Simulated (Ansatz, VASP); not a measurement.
# Mo in VASP and in Ansatz

Contents of INCAR:

```
SYSTEM = Mo
ALGO = Normal ; EDIFF = 1E-7
ENCUT = 520 ; GGA = CA
ISIF = 2 ; ISMEAR = -1
LASPH = .True. ; LCHARG = .False.
LREAL = .False. ; LWAVE = .False.
NBANDS = 13 ; NELM = 60
PREC = Accurate ; SIGMA = 0.1
```

KPOINTS

```
k-points
0
Gamma
  23 23 23
  0 0 0
```

The input POSCAR:

```
Mo
1.0
   -1.5355246056      1.5355246056      1.5355246056
    1.5355246056     -1.5355246056      1.5355246056
    1.5355246056      1.5355246056     -1.5355246056
Mo
1
Direct
    0.0000000000      0.0000000000      0.0000000000
```

Input for Ansatz:

```yaml
crystal:
  lattice:
    - [-1.5355246056, 1.5355246056, 1.5355246056]
    - [1.5355246056, -1.5355246056, 1.5355246056]
    - [1.5355246056, 1.5355246056, -1.5355246056]
  atoms:
    - { symbol: Mo, position: [0.0, 0.0, 0.0] }
hamiltonian:
  xc: lda
  pseudopotentials:
    kind: paw
    azcp:
      Mo: "pseudopotentials/Mo.paw.azcp"
basis:
  ecutwfc: 420
  fft_grid_basis: typed
kpoints:
  mp_grid: { grid: [23, 23, 23], shift: [0, 0, 0] }
magnetization:
  spin_polarized: false
scf:
  occupations: { method: fermi_dirac, width: 0.1 }
output:
  stress: true
```

Alike in both runs: task single point; functional LDA; k mesh 23 × 23 × 23; occupations fermi-dirac, width 0.1 eV; no spin polarisation.

|  | VASP | Ansatz |
| --- | --- | --- |
| version | VASP 6.6.1 | Ansatz 0.2.0 |
| potentials or method | VASP PAW LDA potentials, release 64 (Mo_sv), cutoff 520 eV | plane waves (420 eV) with PAW, scalar-relativistic |
| valence electrons in the cell | 14 | 14 |

|  | VASP | Ansatz | Ansatz less VASP |
| --- | --- | --- | --- |
| pressure (GPa) | 13.8 | 12.4 | -1.37 |

Ansatz warns that its potentials were made for another functional, while VASP's fit it. LDA's correlation is that of Perdew and Zunger in VASP and of Perdew and Wang (1992) in Ansatz.
